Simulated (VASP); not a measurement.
# Hg (R-3m) in VASP: notebook

The runs below take Hg through electric field gradients, with PBE.

Everything below comes from runs of VASP 6.6.1. Logs are shortened: lines on timing, memory, paths and dates and some standing lists are left out, and cuts for length are marked.

## 1. The cell of the first run

The structure is trigonal, space group R-3m (No. 166). Conventional cell: a = 4.710 Å, b = 4.710 Å, c = 11.537 Å, α = 90.00°, β = 90.00°, γ = 120.00°. Hg (site symmetry 3m) has 1 Hg at 2.19 Å within 2.9 Å.

## 2. Electric field gradients, PBE (shortest bond scaled by 0.76)

INCAR reads:

```
PREC = Accurate
ENCUT = 520
EDIFF = 1E-8
ISMEAR = -1
SIGMA = 0.05
LREAL = F
LASPH = T
NELM = 80
ALGO = Normal
ISIF = 2
LWAVE = F
LCHARG = F
GGA = PE
LEFG = T
NBANDS = 19
```

KPOINTS reads:

```
regular mesh
0
Gamma
  8 8 8
```

POSCAR reads:

```
Hg
1.0
    0.0000000000      3.3303445432      3.3303445432
    3.3303445432      0.0000000000      3.3303445432
    3.3303445432      3.3303445432      0.0000000000
Hg
2
Direct
   -0.2150000000     -0.0950000000     -0.0950000000
    0.2150000000      0.0950000000      0.0950000000
```

Potentials or basis: VASP PAW PBE potentials, release 64 (Hg).

Run with:

```sh
> cat potpaw_PBE.64/Hg/POTCAR > POTCAR
> mpirun -np 1 vasp_std > vasp.out
```

OUTCAR:

```text
PREC = Accurate
   ENCUT = 520
   EDIFF = 1E-8
   ISMEAR = -1
   LREAL = F
   LASPH = T
   NELM = 80
   ISIF = 2
   GGA = PE

 ion  position               nearest neighbor table
   1  0.785  0.905  0.905-   2 2.19   2 3.18   2 3.18   2 3.18
   2  0.215  0.095  0.095-   1 2.19   1 3.18   1 3.18   1 3.18

  LATTYP: Found a face centered cubic cell.
 ALAT       =     6.6606890864

  Lattice vectors:

 A1 = (   0.0000000000,   3.3303445432,   3.3303445432)
 A2 = (   3.3303445432,   0.0000000000,   3.3303445432)
 A3 = (   3.3303445432,   3.3303445432,   0.0000000000)

Analysis of symmetry for initial positions (statically):
=====================================================================
 Subroutine PRICEL returns:
 Original cell was already a primitive cell.

 Routine SETGRP: Setting up the symmetry group for a
 face centered cubic supercell.

 Subroutine GETGRP returns: Found 12 space group operations
 (whereof  4 operations were pure point group operations)
 out of a pool of 48 trial point group operations.

The static configuration has the point symmetry C_2h.
 The point group associated with its full space group is D_3d.

Analysis of symmetry for dynamics (positions and initial velocities):
=====================================================================
 Subroutine PRICEL returns:
 Original cell was already a primitive cell.

 Routine SETGRP: Setting up the symmetry group for a
 face centered cubic supercell.

 Subroutine GETGRP returns: Found 12 space group operations
 (whereof  4 operations were pure point group operations)
 out of a pool of 48 trial point group operations.

The dynamic configuration has the point symmetry C_2h.
 The point group associated with its full space group is D_3d.

 Subroutine INISYM returns: Found 12 space group operations
 (whereof  4 operations are pure point group operations),
 and found     1 'primitive' translations

----------------------------------------------------------------------------------------

                                     Primitive cell

  volume of cell :      73.8750

  direct lattice vectors                    reciprocal lattice vectors
     0.000000000  3.330344543  3.330344543    -0.150134616  0.150134616  0.150134616
     3.330344543  0.000000000  3.330344543     0.150134616 -0.150134616  0.150134616
     3.330344543  3.330344543  0.000000000     0.150134616  0.150134616 -0.150134616

  length of vectors
     4.709818420  4.709818420  4.709818420     0.260040783  0.260040783  0.260040783

  position of ions in fractional coordinates (direct lattice)
     0.785000000  0.905000000  0.905000000
     0.215000000  0.095000000  0.095000000

  ion indices of the primitive-cell ions
   primitive index   ion index
                 1           1
                 2           2

----------------------------------------------------------------------------------------

 KPOINTS: regular mesh

Automatic generation of k-mesh.
 Grid dimensions read from file:
 generate k-points for:    8    8    8

 Generating k-lattice:

  Cartesian coordinates                     Fractional coordinates (reciprocal lattice)
    -0.018766827  0.018766827  0.018766827     0.125000000  0.000000000  0.000000000
     0.018766827 -0.018766827  0.018766827     0.000000000  0.125000000  0.000000000
     0.018766827  0.018766827 -0.018766827     0.000000000  0.000000000  0.125000000

  Length of vectors
     0.032505098  0.032505098  0.032505098

  Shift w.r.t. Gamma in fractional coordinates (k-lattice)
     0.000000000  0.000000000  0.000000000

 Subroutine IBZKPT returns following result:
 ===========================================

 Found     65 irreducible k-points:

 Following reciprocal coordinates:
            Coordinates               Weight
  0.000000  0.000000  0.000000      1.000000
  0.125000  0.000000  0.000000      2.000000
  0.000000  0.125000  0.000000      6.000000
  0.250000  0.000000  0.000000      2.000000
  0.000000  0.250000  0.000000      6.000000
  0.375000  0.000000  0.000000      2.000000
[... 16 lines left out ...]
 -0.250000  0.125000  0.000000      6.000000
  0.000000 -0.250000  0.125000     12.000000
 [... further k-points ...]
   k-points           NKPTS =     65   k-points in BZ     NKDIM =     65   number of bands    NBANDS=     19
   number of dos      NEDOS =    301   number of ions     NIONS =      2
   total plane-waves  NPLWV =  46656
   dimension x,y,z NGX =    36 NGY =   36 NGZ =   36
   dimension x,y,z NGXF=    72 NGYF=   72 NGZF=   72
   ions per type =               2
   NGX,Y,Z   is equivalent  to a cutoff of  12.71, 12.71, 12.71 a.u.
   NGXF,Y,Z  is equivalent  to a cutoff of  25.41, 25.41, 25.41 a.u.
 SYSTEM =  unknown system
   PREC   = accura    normal or accurate (medium, high low for compatibility)
   ISTART =      0    job   : 0-new  1-cont  2-samecut
   ICHARG =      2    charge: 1-file 2-atom 10-const
   ISPIN  =      1    spin polarized calculation?
   LNONCOLLINEAR =      F non collinear calculations
   LSORBIT =      F    spin-orbit coupling
   LASPH  =      T    aspherical Exc in radial PAW
   ENCUT  =  520.0 eV  38.22 Ry    6.18 a.u.   8.76  8.76  8.76*2*pi/ulx,y,z
   NELM   =     80;   NELMIN=  2; NELMDL= -5     # of ELM steps
   EDIFF  = 0.1E-07   stopping-criterion for ELM
   LREAL  =      F    real-space projection
   EDIFFG = 0.1E-06   stopping-criterion for IOM
   NSW    =      0    number of steps for IOM
   IBRION =     -1    ionic relax: 0-MD 1-quasi-New 2-CG
   NFREE  =      0    steps in history (QN), initial steepest desc. (CG)
   ISIF   =      2    stress and relaxation
   ISYM   =      2    0-nonsym 1-usesym 2-fastsym
   POTIM  = 0.5000    time-step for ionic-motion
   TEBEG  =    0.0;   TEEND  =   0.0 temperature during run
   PSTRESS=    0.0 pullay stress
   NELECT =      24.0000    total number of electrons
   NUPDOWN=      -1.0000    fix difference up-down
   EMIN   =  10.00;   EMAX   =-10.00  energy-range for DOS
   EFERMI =   0.00;   METHOD = LEGACY
   ISMEAR =    -1;   SIGMA  =   0.05  broadening in eV -4-tet -1-fermi 0-gaus
   EFERMI_NEDOS =   21; number of points for ismear=-14 and -15
   IALGO  =     38    algorithm
   IMIX   =      4    mixing-type and parameters
     AMIX     =   0.40;   BMIX     =  1.00
     AMIX_MAG =   1.60;   BMIX_MAG =  1.00
  volume/ion in A,a.u.               =      36.94       249.27
  Fermi-wavevector in a.u.,A,eV,Ry     =   1.125415  2.126726 17.232584  1.266559
  Thomas-Fermi vector in A             =   2.262092
   LORBIT       =      0    0 simple, 1 ext, 2 COOP (PROOUT), +10 PAW based schemes
   GGA     = PE    functional components
   LHFCALC =     F    Hartree Fock is set to
   AEXX    =    0.0000 exact exchange contribution
   IVDW    =     0    specifies the selected vdW correction
   LEPSILON=     F    determine dielectric tensor
   LRPA    =     F    only Hartree local field effects (RPA)
 non-spin polarized calculation
  energy-cutoff  :      520.00
  volume of cell :       73.88
 maximum number of plane-waves:      2012
   NGX = 17   NGY = 17   NGZ = 17

 number of electron      23.9999999 magnetization

 Free energy of the ion-electron system (eV)
  ---------------------------------------------------
  ext. energy  EPLUGINS =         0.00000000
  ---------------------------------------------------
  free energy    TOTEN  =         2.30977892 eV

  energy without entropy =        2.31941439  energy(sigma->0) =        2.31459666

 E-fermi :   0.6853     XC(G=0):  -8.2207

 val. band max:        0.6746626418   @ k =  -0.2500   0.3750   0.1250
 cond. band min:       0.7272064589   @ k =   0.3750   0.2500  -0.2500
 fundamental gap:      0.0525438171
 Fermi energy:         0.6852830237

 k-point     1 :       0.0000    0.0000    0.0000
  band No.  band energies     occupation
      1      -9.5012      2.00000
      2      -8.0593      2.00000
      3      -8.0593      2.00000
      4      -6.9007      2.00000
      5      -6.9007      2.00000
      6      -6.5185      2.00000
[... 11 lines left out ...]
     18       7.4787      0.00000
     19       9.0037      0.00000

 k-point     2 :       0.1250    0.0000    0.0000
  band No.  band energies     occupation
      1      -9.5040      2.00000
      2      -8.1093      2.00000
      3      -8.1093      2.00000
      4      -6.8109      2.00000
      5      -6.8109      2.00000
      6      -6.4027      2.00000
[... 476 lines left out ...]
 k-point    24 :       0.0000   -0.2500    0.1250
  band No.  band energies     occupation
      1      -9.5015      2.00000
      2      -8.1782      2.00000
      3      -8.0671      2.00000
      4      -6.8920      2.00000
      5      -6.8057      2.00000
      6      -6.3379      2.00000
[... 11 lines left out ...]
     18       8.9023      0.00000
     19      10.0826      0.00000

 [... further k-points ...]
[... 5 lines left out ...]
  --------------------------------------------------------------------------------------
  -------------------------------------------------------------------------------------
  Total        8.0464963      8.0464963      8.0464963     -8.9401439      8.9401439     -8.9401439
  in kB      174.5098336    174.5098336    174.5098336   -193.8909756    193.8909756   -193.8909756
  external PRESSURE =     174.5098336 kB  Pullay stress =       0.0000000 kB

 VOLUME and BASIS-vectors are now :
 -----------------------------------------------------------------------------
  energy-cutoff  :      520.00
  volume of cell :       73.88
      direct lattice vectors                 reciprocal lattice vectors
     0.000000000  3.330344543  3.330344543    -0.150134616  0.150134616  0.150134616
     3.330344543  0.000000000  3.330344543     0.150134616 -0.150134616  0.150134616
     3.330344543  3.330344543  0.000000000     0.150134616  0.150134616 -0.150134616

 POSITION                                       TOTAL-FORCE (eV/Angst)
 -----------------------------------------------------------------------------------
      6.02792      5.62828      5.62828        -6.918182      6.918182      6.918182
      0.63277      1.03241      1.03241         6.918182     -6.918182     -6.918182
 -----------------------------------------------------------------------------------
    total drift:                               -0.000000      0.000000     -0.000000

  FREE ENERGIE OF THE ION-ELECTRON SYSTEM (eV)
  ---------------------------------------------------
  free  energy   TOTEN  =         2.3097789206 eV

  energy  without entropy=        2.3194143909  energy(sigma->0) =        2.31459666

 Electric field gradients (V/A^2)
---------------------------------------------------------------------
 ion       V_xx      V_yy      V_zz      V_xy      V_xz      V_yz
---------------------------------------------------------------------
   1       0.000    -0.000    -0.000   271.357   271.357  -271.356
   2       0.000    -0.000    -0.000   271.357   271.357  -271.356
---------------------------------------------------------------------

 Electric field gradients after diagonalization (V/A^2)
 (convention: |V_zz| > |V_xx| > |V_yy|)
----------------------------------------------------------------------
 ion       V_xx      V_yy      V_zz     asymmetry (V_yy - V_xx)/ V_zz
----------------------------------------------------------------------
   1     271.357   271.356  -542.713       0.000
   2     271.357   271.356  -542.713       0.000
----------------------------------------------------------------------

           NMR quadrupolar parameters

 Cq : quadrupolar parameter    Cq=e*Q*V_zz/h
 eta: asymmetry parameters     (V_yy - V_xx)/ V_zz
 Q  : nuclear electric quadrupole moment in mb (millibarn)
----------------------------------------------------------------------
 ion       Cq(MHz)       eta       Q (mb)
----------------------------------------------------------------------
   1      -1.312       0.000       1.000
   2      -1.312       0.000       1.000
----------------------------------------------------------------------
```

Wall time 61 s (1 thread of Intel Xeon Platinum 8488C (Sapphire Rapids), shared host); peak memory 0.24 GiB.

What came out:

| Quantity | Value |
| --- | --- |
| Free energy | 2.3098 eV |
| Pressure | 17.5 GPa |
| Largest force | 11.983 eV/Å |
| Band gap on the k mesh | zero (bands 12 and 13 overlap by 3.24 eV) |
| Largest electric field gradient by atom | Hg -542.7 V/Å² |

Forces on the atoms (eV/Å):
```
Hg  -6.918  6.918  6.918
Hg   6.918 -6.918 -6.918
```

Stress tensor (GPa, compression positive):
```
 17.45 -19.39 -19.39
-19.39  17.45  19.39
-19.39  19.39  17.45
```

Levels at points of the mesh, in eV from the Fermi level:
| k point | band 8 | band 9 | band 10 | band 11 | band 12 | band 13 | band 14 | band 15 | band 16 | band 17 |
| --- | --- | --- | --- | --- | --- | --- | --- | --- | --- | --- |
| (0.00, 0.00, 0.00) | -6.84 | -6.23 | -6.23 | -6.11 | 3.06 | 3.48 | 5.07 | 5.07 | 6.01 | 6.01 |
| (0.50, 0.00, 0.00) | -6.19 | -5.75 | -5.75 | -4.70 | -3.76 | 2.70 | 2.70 | 4.39 | 7.44 | 7.45 |
| (0.00, 0.50, 0.00) | -6.43 | -6.38 | -5.87 | -5.11 | -2.40 | 2.64 | 3.16 | 4.40 | 5.47 | 7.31 |
| (0.50, 0.50, 0.00) | -6.59 | -5.78 | -5.75 | -4.50 | -2.89 | 1.09 | 1.63 | 3.30 | 4.51 | 11.17 |

Electric field gradients, principal values (V/Å²):
```csv
atom,least,middle,greatest (by size)
1 Hg,271.356,271.357,-542.713
2 Hg,271.356,271.357,-542.713
```

Caveat: the cell differs from its parent crystal (shortest bond scaled by 0.76); the cell stands under pressure; without QUAD_EFG the Cq values of the log hold for a quadrupole moment of 1 mb, not for the nuclei; spin-orbit coupling is left out, which moves the levels of the heavy elements; forces of over 1 eV/Å act on the atoms, so gaps and moduli don't describe the material at rest.

## 3. Electric field gradients, PBE (shortest bond scaled by 0.76)

INCAR reads:

```
SYSTEM = Hg
PREC     = Accurate       ! precision mode
ENCUT    = 520            ! plane-wave cutoff, eV
EDIFF    = 1E-8           ! SCF threshold, eV
ISMEAR   = -1             ! smearing method
SIGMA    = 0.05           ! smearing width, eV
LREAL    = .False.        ! projectors in reciprocal space
LASPH    = .True.         ! aspherical terms in the spheres
NELM     = 80             ! most SCF steps
ALGO     = Normal         ! electronic algorithm
ISIF     = 2              ! what is computed and relaxed
LWAVE    = .False.        ! write WAVECAR
LCHARG   = .False.        ! write CHGCAR
GGA      = PE             ! functional
LEFG     = .True.       
NBANDS   = 19             ! bands
```

KPOINTS reads:

```
Automatic mesh
0
Gamma
  8 8 8
  0 0 0
```

POSCAR is that of step 2.

Potentials or basis: VASP PAW PBE potentials, release 64 (Hg).

Run with:

```sh
> cat potpaw_PBE.64/Hg/POTCAR > POTCAR
> mpirun -np 1 vasp_std > vasp.out
```

OUTCAR:

```text
SYSTEM = Hg
   PREC = Accurate
   ENCUT = 520
   EDIFF = 1E-8
   ISMEAR = -1
   LREAL = .False.
   LASPH = .True.
   NELM = 80
   ISIF = 2
   GGA = PE

 ion  position               nearest neighbor table
   1  0.785  0.905  0.905-   2 2.19   2 3.18   2 3.18   2 3.18
   2  0.215  0.095  0.095-   1 2.19   1 3.18   1 3.18   1 3.18

  LATTYP: Found a face centered cubic cell.
 ALAT       =     6.6606890864

  Lattice vectors:

 A1 = (   0.0000000000,   3.3303445432,   3.3303445432)
 A2 = (   3.3303445432,   0.0000000000,   3.3303445432)
[... 741 lines left out ...]
  ---------------------------------------------------
  free  energy   TOTEN  =         2.3097789206 eV

  energy  without entropy=        2.3194143909  energy(sigma->0) =        2.31459666

 Electric field gradients (V/A^2)
---------------------------------------------------------------------
 ion       V_xx      V_yy      V_zz      V_xy      V_xz      V_yz
---------------------------------------------------------------------
   1       0.000    -0.000    -0.000   271.357   271.357  -271.356
   2       0.000    -0.000    -0.000   271.357   271.357  -271.356
---------------------------------------------------------------------

 Electric field gradients after diagonalization (V/A^2)
 (convention: |V_zz| > |V_xx| > |V_yy|)
----------------------------------------------------------------------
 ion       V_xx      V_yy      V_zz     asymmetry (V_yy - V_xx)/ V_zz
----------------------------------------------------------------------
   1     271.357   271.356  -542.713       0.000
   2     271.357   271.356  -542.713       0.000
----------------------------------------------------------------------

           NMR quadrupolar parameters

 Cq : quadrupolar parameter    Cq=e*Q*V_zz/h
 eta: asymmetry parameters     (V_yy - V_xx)/ V_zz
 Q  : nuclear electric quadrupole moment in mb (millibarn)
----------------------------------------------------------------------
 ion       Cq(MHz)       eta       Q (mb)
----------------------------------------------------------------------
   1      -1.312       0.000       1.000
   2      -1.312       0.000       1.000
----------------------------------------------------------------------
```

stdout:

```text
POSCAR found type information on POSCAR Hg
 POSCAR found :  1 types and       2 ions
 scaLAPACK will be used
 LDA part: xc-table for (Slater+PW92), standard interpolation
 POSCAR, INCAR and KPOINTS ok, starting setup
 FFT: planning ... GRIDC
 FFT: planning ... GRID_SOFT
 FFT: planning ... GRID
 WAVECAR not read
 entering main loop
ion   1

ion   2
```

Run time: 64 s. Hardware: 1 thread of Intel Xeon Platinum 8488C (Sapphire Rapids), shared host; peak memory 0.24 GiB.

Results:

- Free energy: 2.3098 eV
- Pressure: 17.5 GPa
- Largest force: 11.983 eV/Å
- Band gap on the k mesh: zero (bands 12 and 13 overlap by 3.24 eV)
- Largest electric field gradient by atom: Hg -542.7 V/Å²

Forces on the atoms (eV/Å):
```
Hg  -6.918  6.918  6.918
Hg   6.918 -6.918 -6.918
```

Levels at points of the mesh, in eV from the Fermi level:
```tsv
k point	band 9	band 10	band 11	band 12	band 13	band 14	band 15	band 16
(0.00, 0.00, 0.00)	-6.23	-6.23	-6.11	3.06	3.48	5.07	5.07	6.01
(0.50, 0.00, 0.00)	-5.75	-5.75	-4.70	-3.76	2.70	2.70	4.39	7.44
(0.00, 0.50, 0.00)	-6.38	-5.87	-5.11	-2.40	2.64	3.16	4.40	5.47
(0.50, 0.50, 0.00)	-5.78	-5.75	-4.50	-2.89	1.09	1.63	3.30	4.51
```

Electric field gradients, principal values (V/Å²):
```csv
atom,least,middle,greatest (by size)
1 Hg,271.356,271.357,-542.713
2 Hg,271.356,271.357,-542.713
```

Caveat: the cell differs from its parent crystal (shortest bond scaled by 0.76); the cell stands under pressure; without QUAD_EFG the Cq values of the log hold for a quadrupole moment of 1 mb, not for the nuclei; spin-orbit coupling is left out, which moves the levels of the heavy elements; forces of over 1 eV/Å act on the atoms, so gaps and moduli don't describe the material at rest.

[end of part 1 of 2]
